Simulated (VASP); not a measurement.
A run of VASP 6.6.1 is set up as follows.

INCAR

```
ALGO     = Normal         # electronic algorithm
EDIFF    = 1E-6           # SCF threshold, eV
ENCUT    = 520            # plane-wave cutoff, eV
GGA      = PS             # functional
ISIF     = 2              # what is computed and relaxed
ISMEAR   = 0              # smearing method
LASPH    = T              # aspherical terms in the spheres
LCHARG   = F              # write CHGCAR
LREAL    = F              # projectors in reciprocal space
LWAVE    = F              # write WAVECAR
NBANDS   = 30             # bands
NELM     = 100            # most SCF steps
PREC     = Accurate       # precision mode
SIGMA    = 0.1            # smearing width, eV
```

KPOINTS

```
k-points
0
Gamma
  12 12 12
```

The input POSCAR:

```
In3Se
1.0
    4.8037580000      0.0000000000      0.0000000000
    0.0000000000      4.8037580000      0.0000000000
    0.0000000000      0.0000000000      4.8037580000
In Se
3 1
Direct
    0.0000000000      0.5000000000      0.5000000000
    0.5000000000      0.0000000000      0.5000000000
    0.5000000000      0.5000000000      0.0000000000
    0.0000000000      0.0000000000      0.0000000000
```

Potentials or basis: VASP PAW PBE potentials, release 64 (In_d, Se).

The run is started by

```console
$ cat potpaw_PBE.64/In_d/POTCAR potpaw_PBE.64/Se/POTCAR > POTCAR
$ mpirun -np 1 vasp_std > vasp.out
```

Q: Predict the pressure.

A: -3.0 GPa.

Caveat: the PAW data sets were made with another functional, which shifts forces and pressure a little.
